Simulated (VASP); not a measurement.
Wanted: the native input for a VASP 6.6.1 run.

| Quantity | Value |
| --- | --- |
| Task | single point |
| Functional | PBEsol |
| Potentials or basis | VASP PAW PBE potentials, release 64 (W_sv) |
| Cutoff | 520 eV |
| k mesh | 20 × 20 × 20 |
| Occupations | gaussian, width 0.15 eV |
| Spin | no spin polarisation |
| Dipole correction | no |
| Further INCAR settings | ALGO = Fast; EDIFF = 1e-07; NBANDS = 13 |

The structure of W lies in POSCAR:

```
W
1.0
    0.0000000000      2.1112000000      2.0300000000
    2.1112000000      0.0000000000      2.0300000000
    2.1112000000      2.1112000000      0.0000000000
W
1
Direct
    0.0000000000      0.0000000000      0.0000000000
```

This cell differs from its parent crystal: strain +0.040 along x and y, +0.000 along z.

One way to write it, as run:

INCAR

```
PREC = Accurate
ENCUT = 520
EDIFF = 1E-7
ISMEAR = 0
SIGMA = 0.15
LREAL = F
LASPH = T
NELM = 60
ALGO = Fast
ISIF = 2
LWAVE = F
LCHARG = F
GGA = PS
NBANDS = 13
```

KPOINTS

```
regular mesh
0
Gamma
  20 20 20
```

Potentials or basis: VASP PAW PBE potentials, release 64 (W_sv).

Command:

```sh
$ cat potpaw_PBE.64/W_sv/POTCAR > POTCAR
$ mpirun -np 1 vasp_std > vasp.out
```

Results of the run:

| Item | Value |
| --- | --- |
| Pressure | -28.9 GPa |
| Band gap on the k mesh | zero (bands 7 and 8 overlap by 3.53 eV) |

Caveat: the cell differs from its parent crystal (strain +0.040 along x and y, +0.000 along z); the cell stands under tension; the PAW data sets were made with another functional, which shifts forces and pressure a little; spin-orbit coupling is left out, which moves the levels of the heavy elements.

Wall time 2 min on 1 thread of Intel Xeon 8259CL, with other jobs on the host, peak memory 0.26 GiB.
